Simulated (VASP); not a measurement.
# CoH4Cl2F2 (C2/m) in VASP: single point with PBE+U

Aim: the single point of CoH4Cl2F2 with PBE+U.

Everything below comes from runs of VASP 6.6.1. Logs are shortened: lines on timing, memory, paths and dates and some standing lists are left out, and cuts for length are marked.

## (1) The cell of the first run

The structure is monoclinic, space group C2/m (No. 12). The conventional cell has a = 7.343 Å, b = 8.658 Å, c = 3.631 Å, α = 90.00°, β = 97.60°, γ = 90.00°. Co (site symmetry 2/m) has 2 F at 2.07 Å and 4 Cl at 2.51 to 2.52 Å and 4 H at 2.79 Å within 2.8 Å. Cl (site symmetry m) has 2 H at 2.27 Å and 2 Co at 2.51 to 2.52 Å within 3.0 Å. F (site symmetry 2) has 2 H at 0.98 Å within 1.3 Å. Within 1.3 Å of H (site symmetry 1) lie 1 F at 0.98 Å.

## (2) Single point, PBE+U, collinear spin, ferromagnetic start

INCAR reads:

```
PREC     = Accurate       # precision mode
ENCUT    = 520            # plane-wave cutoff, eV
EDIFF    = 1E-7           # SCF threshold, eV
ISMEAR   = -1             # smearing method
SIGMA    = 0.1            # smearing width, eV
LREAL    = False          # projectors in reciprocal space
LASPH    = True           # aspherical terms in the spheres
NELM     = 150            # most SCF steps
ALGO     = Normal         # electronic algorithm
ISIF     = 2              # what is computed and relaxed
LWAVE    = False          # write WAVECAR
LCHARG   = False          # write CHGCAR
ISPIN    = 2              # spin polarisation
MAGMOM   = -1 0 0 0 0 0 0 0 0 # initial moments
LORBIT   = 11             # projections on sites
LMAXMIX  = 4              # l up to which the mixer works
LDAU     = True           # DFT+U
LDAUTYPE = 2            
LDAUL    = 2 -1 -1 -1     # shell
LDAUU    = 1.28 0 0 0     # U, eV
LDAUJ    = 0 0 0 0      
LDAUPRINT= 1            
GGA      = PE             # functional
NBANDS   = 34             # bands
NELECT   = 40.0
```

KPOINTS reads:

```
Automatic mesh
0
Gamma
  3 3 5
```

POSCAR reads:

```
CoH4Cl2F2
1.0
    3.6713154300      4.3289218700      0.0000000000
    3.6713154300     -4.3289218700      0.0000000000
    0.4802275400      0.0000000000     -3.5991206400
Co Cl F H
1 2 2 4
Direct
    0.0000000000      0.0000000000      0.0000000000
    0.2385000000      0.2385000000      0.4384000000
    0.7615000000      0.7615000000      0.5616000000
    0.2396000000      0.7604000000      0.0000000000
    0.7604000000      0.2396000000      0.0000000000
    0.3990000000      0.7810000000      0.8610000000
    0.2190000000      0.6010000000      0.1390000000
    0.6010000000      0.2190000000      0.1390000000
    0.7810000000      0.3990000000      0.8610000000
```

Potentials or basis: VASP PAW PBE potentials, release 64 (Co, Cl, F, H).

Started as:

```console
cat potpaw_PBE.64/Co/POTCAR potpaw_PBE.64/Cl/POTCAR potpaw_PBE.64/F/POTCAR potpaw_PBE.64/H/POTCAR > POTCAR
mpirun -np 1 vasp_std > vasp.out
```

OUTCAR:

```text
PREC = Accurate
   ENCUT = 520
   EDIFF = 1E-7
   ISMEAR = -1
   LREAL = False
   LASPH = True
   NELM = 150
   ISIF = 2
   ISPIN = 2
   LORBIT = 11
   GGA = PE
   NELECT = 40.0

 ion  position               nearest neighbor table
   1  0.000  0.000  0.000-   4 2.07   5 2.07   3 2.51   2 2.51   3 2.52   2 2.52
   2  0.239  0.239  0.438-   1 2.51   1 2.52
   3  0.761  0.761  0.562-   1 2.51   1 2.52
   4  0.240  0.760  0.000-   6 0.98   7 0.98   1 2.07
   5  0.760  0.240  0.000-   8 0.98   9 0.98   1 2.07
   6  0.399  0.781  0.861-   4 0.98
   7  0.219  0.601  0.139-   4 0.98
   8  0.601  0.219  0.139-   5 0.98
   9  0.781  0.399  0.861-   5 0.98

  LATTYP: Found a base centered monoclinic cell.
 ALAT       =     7.3426308600
 B/A-ratio  =     1.1791201144
 C/A-ratio  =     0.4945117819
 COS(beta)  =    -0.1322570172

  Lattice vectors:

 A1 = (  -3.6713154300,  -4.3289218700,   0.0000000000)
 A2 = (  -3.6713154300,   4.3289218700,   0.0000000000)
 A3 = (   0.4802275400,   0.0000000000,  -3.5991206400)

Analysis of symmetry for initial positions (statically):
=====================================================================
 Subroutine PRICEL returns:
 Original cell was already a primitive cell.

 Routine SETGRP: Setting up the symmetry group for a
 base centered monoclinic supercell.

 Subroutine GETGRP returns: Found  4 space group operations
 (whereof  4 operations were pure point group operations)
 out of a pool of  4 trial point group operations.

The static configuration has the point symmetry C_2h.

Analysis of symmetry for dynamics (positions and initial velocities):
=====================================================================
 Subroutine PRICEL returns:
 Original cell was already a primitive cell.

 Routine SETGRP: Setting up the symmetry group for a
 base centered monoclinic supercell.

 Subroutine GETGRP returns: Found  4 space group operations
 (whereof  4 operations were pure point group operations)
 out of a pool of  4 trial point group operations.

The dynamic configuration has the point symmetry C_2h.

Analysis of structural, dynamic, and magnetic symmetry:
=====================================================================
 Subroutine PRICEL returns:
 Original cell was already a primitive cell.

 Routine SETGRP: Setting up the symmetry group for a
 base centered monoclinic supercell.

 Subroutine GETGRP returns: Found  4 space group operations
 (whereof  4 operations were pure point group operations)
 out of a pool of  4 trial point group operations.

The overall configuration has the point symmetry C_2h.

 Subroutine INISYM returns: Found  4 space group operations
 (whereof  4 operations are pure point group operations),
 and found     1 'primitive' translations

----------------------------------------------------------------------------------------

                                     Primitive cell

  volume of cell :     114.4005

  direct lattice vectors                    reciprocal lattice vectors
     3.671315430  4.328921870  0.000000000     0.136190967  0.115502200  0.018171842
     3.671315430 -4.328921870  0.000000000     0.136190967 -0.115502200  0.018171842
     0.480227540  0.000000000 -3.599120640     0.000000000  0.000000000 -0.277845646

  length of vectors
     5.676100910  5.676100910  3.631017471     0.179496389  0.179496389  0.277845646

  position of ions in fractional coordinates (direct lattice)
     0.000000000  0.000000000  0.000000000
[... 109 lines left out ...]
   angular momentum for each species LDAUL =     2   -1   -1   -1
   U (eV)           for each species LDAUU =   1.3  0.0  0.0  0.0
   J (eV)           for each species LDAUJ =   0.0  0.0  0.0  0.0
   GGA     = PE    functional components
   LHFCALC =     F    Hartree Fock is set to
   AEXX    =    0.0000 exact exchange contribution
   IVDW    =     0    specifies the selected vdW correction
   LEPSILON=     F    determine dielectric tensor
   LRPA    =     F    only Hartree local field effects (RPA)
 spin polarized calculation
  energy-cutoff  :      520.00
  volume of cell :      114.40
 maximum number of plane-waves:      3099
 NGX is ok and might be reduce to    42
   NGX = 21   NGY = 21   NGZ = 13

atom =   1  type =  1  l = 2

 onsite density matrix

spin component  1

  0.9086 -0.0113  0.0000  0.0000  0.0000
 -0.0113  0.9039  0.0000  0.0000  0.0000
  0.0000  0.0000  0.6184 -0.1539 -0.3259
  0.0000  0.0000 -0.1539  0.1122  0.0854
  0.0000  0.0000 -0.3259  0.0854  0.2321

spin component  2

  0.9300 -0.0070  0.0000  0.0000  0.0000
 -0.0070  0.9282  0.0000  0.0000  0.0000
  0.0000  0.0000  0.9388  0.0057  0.0141
  0.0000  0.0000  0.0057  0.9595 -0.0033
  0.0000  0.0000  0.0141 -0.0033  0.9588

 occupancies and eigenvectors

  o =  0.0462  v =  0.0000  0.0000  0.5093  0.0782  0.8570  0.0000  0.0000  0.0000  0.0000  0.0000      0.0000  0.0000  0.0000  0.0000  0.0000  0.0000  0.0000  0.0000  0.0000  0.0000
  o =  0.0702  v =  0.0000  0.0000 -0.1622 -0.9693  0.1848  0.0000  0.0000  0.0000  0.0000  0.0000      0.0000  0.0000  0.0000  0.0000  0.0000  0.0000  0.0000  0.0000  0.0000  0.0000
  o =  0.8463  v =  0.0000  0.0000 -0.8452  0.2332  0.4809  0.0000  0.0000  0.0000  0.0000  0.0000      0.0000  0.0000  0.0000  0.0000  0.0000  0.0000  0.0000  0.0000  0.0000  0.0000
  o =  0.8947  v = -0.6307 -0.7760  0.0000  0.0000  0.0000  0.0000  0.0000  0.0000  0.0000  0.0000      0.0000  0.0000  0.0000  0.0000  0.0000  0.0000  0.0000  0.0000  0.0000  0.0000
  o =  0.9178  v = -0.7760  0.6307  0.0000  0.0000  0.0000  0.0000  0.0000  0.0000  0.0000  0.0000      0.0000  0.0000  0.0000  0.0000  0.0000  0.0000  0.0000  0.0000  0.0000  0.0000
  o =  0.9220  v =  0.0000  0.0000  0.0000  0.0000  0.0000 -0.6597 -0.7515  0.0000  0.0000  0.0000      0.0000  0.0000  0.0000  0.0000  0.0000  0.0000  0.0000  0.0000  0.0000  0.0000
  o =  0.9300  v =  0.0000  0.0000  0.0000  0.0000  0.0000  0.0000  0.0000  0.8664 -0.2179 -0.4493      0.0000  0.0000  0.0000  0.0000  0.0000  0.0000  0.0000  0.0000  0.0000  0.0000
  o =  0.9362  v =  0.0000  0.0000  0.0000  0.0000  0.0000 -0.7515  0.6597  0.0000  0.0000  0.0000      0.0000  0.0000  0.0000  0.0000  0.0000  0.0000  0.0000  0.0000  0.0000  0.0000
  o =  0.9610  v =  0.0000  0.0000  0.0000  0.0000  0.0000  0.0000  0.0000  0.2201  0.9743 -0.0481      0.0000  0.0000  0.0000  0.0000  0.0000  0.0000  0.0000  0.0000  0.0000  0.0000
  o =  0.9660  v =  0.0000  0.0000  0.0000  0.0000  0.0000  0.0000  0.0000  0.4482 -0.0573  0.8921      0.0000  0.0000  0.0000  0.0000  0.0000  0.0000  0.0000  0.0000  0.0000  0.0000

 number of electron      39.9999978 magnetization      -2.0611702

 Free energy of the ion-electron system (eV)
  ---------------------------------------------------
  ext. energy  EPLUGINS =         0.00000000
  ---------------------------------------------------
  free energy    TOTEN  =       -31.80587777 eV

  energy without entropy =      -31.77479705  energy(sigma->0) =      -31.79033741

 E-fermi :   3.7734     XC(G=0):  -8.4135

 val. band max:        3.6046346753   @ k =  -0.3333  -0.0000   0.4000
 cond. band min:       3.8483913855   @ k =   0.0000   0.0000   0.2000
 fundamental gap:      0.2437567102
 Fermi energy:         3.7733592196

 spin component 1

 k-point     1 :       0.0000    0.0000    0.0000
  band No.  band energies     occupation
      1     -28.5548      1.00000
      2     -28.5273      1.00000
      3     -12.9640      1.00000
      4     -12.7005      1.00000
      5     -12.0881      1.00000
      6     -11.8965      1.00000
[... 549 lines left out ...]
     31      10.8904      0.00000
     32      11.5082      0.00000
 Fermi energy:         3.7733592196

 spin component 2

 k-point     1 :       0.0000    0.0000    0.0000
  band No.  band energies     occupation
      1     -28.5711      1.00000
      2     -28.5409      1.00000
      3     -13.0090      1.00000
      4     -12.7357      1.00000
      5     -12.1031      1.00000
      6     -11.9124      1.00000
[... 549 lines left out ...]
     31      10.8473      0.00000
     32      11.3839      0.00000
 [bands above 32 left out]

------------------------ aborting loop because EDIFF is reached ----------------------------------------

  FORCE on cell =-STRESS in cart. coord.  units (eV):
  Direction    XX          YY          ZZ          XY          YZ          ZX
  --------------------------------------------------------------------------------------
  -------------------------------------------------------------------------------------
  Total       -6.3474225     -2.9007093     -7.3791430      0.0000000      0.0000000      0.4650631
  in kB      -88.8955754    -40.6243986   -103.3448076      0.0000000      0.0000000      6.5132036
  external PRESSURE =     -77.6215938 kB  Pullay stress =       0.0000000 kB

 VOLUME and BASIS-vectors are now :
 -----------------------------------------------------------------------------
  energy-cutoff  :      520.00
  volume of cell :      114.40
      direct lattice vectors                 reciprocal lattice vectors
     3.671315430  4.328921870  0.000000000     0.136190967  0.115502200  0.018171842
     3.671315430 -4.328921870  0.000000000     0.136190967 -0.115502200  0.018171842
     0.480227540  0.000000000 -3.599120640     0.000000000  0.000000000 -0.277845646

 POSITION                                       TOTAL-FORCE (eV/Angst)
 -----------------------------------------------------------------------------------
      0.00000      0.00000      0.00000        -0.000000      0.000000      0.000000
      1.96175      0.00000     -1.57785         0.461189      0.000000      0.769060
      5.86111      0.00000     -2.02127        -0.461189      0.000000     -0.769060
      3.67132     -2.25450      0.00000        -0.000000      0.061942      0.000000
      3.67132      2.25450      0.00000        -0.000000     -0.061942     -0.000000
      4.74563     -1.65365     -3.09884         1.448133      1.385192      1.357949
      3.07723     -1.65365     -0.50028        -1.448133      1.385192     -1.357949
      3.07723      1.65365     -0.50028        -1.448133     -1.385192     -1.357949
      4.74563      1.65365     -3.09884         1.448133     -1.385192      1.357949
 -----------------------------------------------------------------------------------
    total drift:                                0.000000      0.000000     -0.000000

  FREE ENERGIE OF THE ION-ELECTRON SYSTEM (eV)
  ---------------------------------------------------
  free  energy   TOTEN  =       -31.8058777665 eV

  energy  without entropy=      -31.7747970524  energy(sigma->0) =      -31.79033741

 total charge

# of ion       s       p       d       tot
------------------------------------------
    1        0.206   0.207   7.465   7.878
    2        1.592   3.448   0.000   5.041
    3        1.592   3.448   0.000   5.041
    4        1.749   4.444   0.000   6.193
    5        1.749   4.444   0.000   6.193
    6        0.481   0.127   0.000   0.608
    7        0.481   0.127   0.000   0.608
    8        0.481   0.127   0.000   0.608
    9        0.481   0.127   0.000   0.608
--------------------------------------------------
tot          8.813  16.499   7.465  32.776

 magnetization (x)

# of ion       s       p       d       tot
------------------------------------------
    1       -0.009  -0.006  -1.939  -1.954
    2       -0.005  -0.019   0.000  -0.024
    3       -0.005  -0.019   0.000  -0.024
    4       -0.005  -0.002   0.000  -0.007
    5       -0.005  -0.002   0.000  -0.007
    6       -0.001  -0.000   0.000  -0.002
    7       -0.001  -0.000   0.000  -0.002
    8       -0.001  -0.000   0.000  -0.002
    9       -0.001  -0.000   0.000  -0.002
--------------------------------------------------
tot         -0.034  -0.050  -1.939  -2.023
```

It took 4.1 min on 1 thread of Intel Xeon Platinum 8375C at 2.90GHz (Ice Lake), shared host; peak memory 0.31 GiB.

Results:

| Quantity | Value |
| --- | --- |
| Free energy | -31.8059 eV |
| Largest force | 2.421 eV/Å |
| Net moment | -2.06 μB per cell |
| Site moments | Co -1.95; Cl -0.02; F -0.01; H -0.00 μB |
| Valence electrons inside the program's atomic spheres | Co 7.88; Cl 5.04; F 6.19; H 0.61 |

Forces on the atoms (eV/Å):
```
Co   0.000  0.000  0.000
Cl   0.461  0.000  0.769
Cl  -0.461  0.000 -0.769
F    0.000  0.062  0.000
F    0.000 -0.062  0.000
H    1.448  1.385  1.358
H   -1.448  1.385 -1.358
H   -1.448 -1.385 -1.358
H    1.448 -1.385  1.358
```

Eigenvalues of the final occupation matrices:
```
    site  spin  trace               eigenvalues
site 1 d     1   2.78  0.05 0.07 0.85 0.89 0.92
site 1 d     2   4.72  0.92 0.93 0.94 0.96 0.97
```

Caveat: the k points lie up to 0.38 Å⁻¹ apart; the cell carries a net charge on a neutralising background, which shifts energy and pressure; the cell is charged against a uniform background, so pressure and absolute levels hang on convention; a cell with one magnetic atom can't hold antiferromagnetic order, which such compounds often take; forces of over 1 eV/Å act on the atoms, so gaps and moduli don't describe the material at rest. The state reached can hang on the start; a lower one may exist.
